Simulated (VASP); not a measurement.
Input of a VASP 6.6.1 run:

INCAR

```
SYSTEM = SrO
ALGO     = Normal         ! electronic algorithm
EDIFF    = 1E-8           ! SCF threshold, eV
ENCUT    = 520            ! plane-wave cutoff, eV
GGA      = PS             ! functional
IBRION   = 8              ! ionic algorithm
ISIF     = 2              ! what is computed and relaxed
ISMEAR   = 0              ! smearing method
LASPH    = .True.         ! aspherical terms in the spheres
LCHARG   = .False.        ! write CHGCAR
LEPSILON = .True.         ! dielectric tensor by DFPT
LREAL    = .False.        ! projectors in reciprocal space
LWAVE    = .False.        ! write WAVECAR
NELM     = 60             ! most SCF steps
NSW      = 1              ! ionic steps
PREC     = Accurate       ! precision mode
SIGMA    = 0.01           ! smearing width, eV
```

File KPOINTS:

```
k-points
0
Gamma
  8 8 8
  0 0 0
```

The input POSCAR:

```
SrO
1.0
    0.0000000000      2.5611946863      2.5611946863
    2.5611946863      0.0000000000      2.5611946863
    2.5611946863      2.5611946863      0.0000000000
Sr O
1 1
Direct
    0.5000000000      0.5000000000      0.5000000000
    0.0000000000      0.0000000000      0.0000000000
```

Potentials or basis: VASP PAW PBE potentials, release 64 (Sr_sv, O).

Launch:

```sh
$ cat potpaw_PBE.64/Sr_sv/POTCAR potpaw_PBE.64/O/POTCAR > POTCAR
$ mpirun -np 1 vasp_std > vasp.out
```

(1) Predict the electronic dielectric tensor (diagonal).

(2) What does it give for the Born charges (mean of the diagonal)?

(3) Estimate the highest phonon frequency at Γ, LO-TO splitting left out.

Answers

(1) 3.89.

(2) Sr +2.46; O -2.46 e.

(3) 210 cm⁻¹.
